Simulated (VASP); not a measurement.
Wanted: the native input for a VASP 6.6.1 run.

| Quantity | Value |
| --- | --- |
| Task | single point |
| Functional | r2SCAN |
| Potentials or basis | VASP PAW PBE potentials, release 64 (Mg_sv, F) |
| Cutoff | 920 eV |
| k mesh | 4 × 4 × 8 |
| Occupations | gaussian, width 0.01 eV |
| Spin | no spin polarisation |
| Dipole correction | no |
| Further INCAR settings | ALGO = Normal; EDIFF = 1e-06; NBANDS = 33 |

Crystal: MgF2.

```
Mg F
1.0
     4.52766    0.00000    0.00000
     0.00000    4.52766    0.00000
     0.00000    0.00000    2.98393
Mg F
2 4
Direct
  0.00000 0.00000 0.00000
  0.50000 0.50000 0.50000
  0.30295 0.30295 0.00000
  0.19705 0.80295 0.50000
  0.69705 0.69705 0.00000
  0.80295 0.19705 0.50000
```

These files were run (other wordings do the same):

POSCAR

```
MgF2
1.0
    4.5276629246      0.0000000000      0.0000000000
    0.0000000000      4.5276629246      0.0000000000
    0.0000000000      0.0000000000      2.9839285535
Mg F
2 4
Direct
    0.0000000000      0.0000000000      0.0000000000
    0.5000000000      0.5000000000      0.5000000000
    0.3029506050      0.3029506050      0.0000000000
    0.1970493950      0.8029506050      0.5000000000
    0.6970493950      0.6970493950      0.0000000000
    0.8029506050      0.1970493950      0.5000000000
```

INCAR.step1

```
  PREC = Accurate
  ENCUT = 920
  ISMEAR = 0
  SIGMA = 0.01
  LREAL = F
  LASPH = T
  NELM = 120
  NBANDS = 33
  GGA = PE
  ALGO = Normal
  EDIFF = 1E-5
  LWAVE = T
  LCHARG = F
  GGA_COMPAT = F
```

INCAR.step2

```
  PREC = Accurate
  ENCUT = 920
  EDIFF = 1E-6
  ISMEAR = 0
  SIGMA = 0.01
  LREAL = F
  LASPH = T
  NELM = 120
  ALGO = Normal
  ISIF = 2
  LWAVE = F
  LCHARG = F
  METAGGA = R2SCAN
  LMIXTAU = T
  NBANDS = 33
  ISTART = 1
  GGA_COMPAT = F
```

KPOINTS

```
regular mesh
0
Gamma
  4 4 8
```

Potentials or basis: VASP PAW PBE potentials, release 64 (Mg_sv, F).

Run with:

```console
$ cat potpaw_PBE.64/Mg_sv/POTCAR potpaw_PBE.64/F/POTCAR > POTCAR
$ cp INCAR.step1 INCAR
$ mpirun -np 1 vasp_std > vasp.out
$ cp INCAR.step2 INCAR
$ mpirun -np 1 vasp_std > vasp.out
```

Results of the run:

```json
{
 "Pressure": "8.1 GPa",
 "Largest force": "0.112 eV/Å",
 "Band gap on the k mesh": "8.52 eV"
}
```

Caveat: the cell stands under pressure; the PAW data sets were made with another functional, which shifts forces and pressure a little.

Wall time 11 min on 1 thread of AMD EPYC 7R43 64-Core Processor (Zen 3), with other jobs on the host, peak memory 0.3 GiB.
